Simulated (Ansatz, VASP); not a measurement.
# ZnSeS: VASP beside Ansatz

File INCAR:

```
SYSTEM = ZnSeS
PREC = Accurate ; ENCUT = 600
EDIFF = 1E-6 ; ISMEAR = 0
SIGMA = 0.1 ; LREAL = .False.
LASPH = .True. ; NELM = 60
ALGO = Normal ; ISIF = 3
LWAVE = .False. ; LCHARG = .False.
GGA = PE ; IBRION = 2
NSW = 90 ; EDIFFG = -0.04
```

Contents of KPOINTS:

```
regular mesh
0
Gamma
  4 4 4
  0 0 0
```

Contents of POSCAR:

```
ZnSeS
1.0
    3.8814428100      0.0000000000      0.0000000000
    0.0000000000      3.9187464500      0.0000000000
    0.0000000000      0.0000000000      4.0395161800
Zn Se S
1 1 1
Direct
    0.0000000000      0.0000000000      0.0000000000
    0.5000000000      0.5000000000      0.0000000000
    0.5000000000      0.5000000000      0.5000000000
```

Input for Ansatz:

```yaml
crystal:
  lattice:
    - [3.88144281, 0.0, 0.0]
    - [0.0, 3.91874645, 0.0]
    - [0.0, 0.0, 4.03951618]
  atoms:
    - { symbol: Zn, position: [0.0, 0.0, 0.0] }
    - { symbol: Se, position: [0.5, 0.5, 0.0] }
    - { symbol: S, position: [0.5, 0.5, 0.5] }
basis:
  ecutwfc: 420
kpoints:
  mp_grid: { grid: [4, 4, 4] }
hamiltonian:
  xc: pbe
scf:
  occupations: { method: gaussian, width: 0.1 }
  lower_state_search: "off"
output:
  forces: true
  stress: true
  eigenvalues: true
relax:
  adjacent_minimum: "off"
  f_tol: 0.04
  max_steps: 70
  cell: { stress_tol: 0.4 }
```

Change from the starting cell: species swapped into the TmCoC type (Pmmm, No. 47).

Alike in both runs: task relaxation of cell and atoms; functional PBE; k mesh 4 × 4 × 4; occupations gaussian, width 0.1 eV; no spin polarisation.

|  | VASP | Ansatz |
| --- | --- | --- |
| version | VASP 6.6.1 | Ansatz 0.2.0 |
| potentials or method | VASP PAW PBE potentials, release 64 (Zn, Se, S), cutoff 600 eV | scalar-relativistic, plane waves, PAW |
| valence electrons in the cell | 24 | 34 |

|  | VASP | Ansatz | Ansatz less VASP |
| --- | --- | --- | --- |
| gap on the k mesh at the Fermi level, each at its own relaxed structure (eV) | none | none | - |
| relaxed volume (Å³/atom) | 22.79 | 22.76 | -0.034 |
| relaxed cell length with the largest relative difference (Å) | 3.655 | 3.640 | -0.0153 |

A gap of «none» marks a metal or a gap that the smearing closes. VASP's potentials hold 24 valence electrons a cell and Ansatz's 34, so a difference there can come from the potentials and not from the codes.

The k mesh is coarse, so the values compare programs but aren't converged.
